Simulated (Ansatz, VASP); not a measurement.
## AgCl in VASP and in Ansatz

File INCAR:

```
ALGO = Normal ; EDIFF = 1E-8
ENCUT = 520 ; ISIF = 2
ISMEAR = -1 ; LASPH = T
LCHARG = F ; LEFG = T
LREAL = F ; LWAVE = F
NBANDS = 16 ; NELM = 80
PREC = Accurate ; SIGMA = 0.02
```

The input KPOINTS:

```
k-points
0
Gamma
  8 8 8
```

File POSCAR:

```
AgCl
1.0
    0.0000000000      2.8563445000      2.7731500000
    2.8563445000      0.0000000000      2.7731500000
    2.8563445000      2.8563445000      0.0000000000
Ag Cl
1 1
Direct
    0.5000000000      0.5000000000      0.5000000000
    0.0000000000      0.0000000000      0.0000000000
```

Input for Ansatz:

```yaml
crystal:
  lattice:
    - [0.0, 2.8563445, 2.77315]
    - [2.8563445, 0.0, 2.77315]
    - [2.8563445, 2.8563445, 0.0]
  atoms:
    - { symbol: Ag, position: [0.5, 0.5, 0.5] }
    - { symbol: Cl, position: [0.0, 0.0, 0.0] }
kpoints:
  mp_grid: { grid: [8, 8, 8] }
scf:
  occupations: { method: fermi_dirac, width: 0.02 }
hamiltonian:
  xc: lda
  pseudopotentials: { kind: all_electron, datasets: crystal }
output:
  forces: true
  stress: true
  eigenvalues: true
  efg: { contact_densities: true }
```

Change from the starting cell: equal xx and yy strain of +3 %, crystal datasets.

Alike in both runs: task electric field gradients; functional LDA; k mesh 8 × 8 × 8; occupations fermi-dirac, width 0.02 eV; no spin polarisation.

```csv
,VASP,Ansatz
version,VASP 6.6.1,Ansatz 0.2.0
potentials or method,"VASP PAW LDA potentials, release 64 (Ag, Cl), cutoff 520 eV","all-electron PAW with datasets made for the crystal, scalar-relativistic"
```

```csv
,VASP,Ansatz,Ansatz less VASP
pressure (GPa),-7.4,-7.4,+0.02
"traceless stress, the component that is largest in VASP (GPa)",-0.17,-0.17,-0.006
size of Vzz on the site where it differs most (V/Å²),15.6,11.9,-3.69
```

LDA's correlation is that of Perdew and Zunger in VASP and of Perdew and Wang (1992) in Ansatz. Ansatz ran all-electron here, and VASP with PAW potentials.
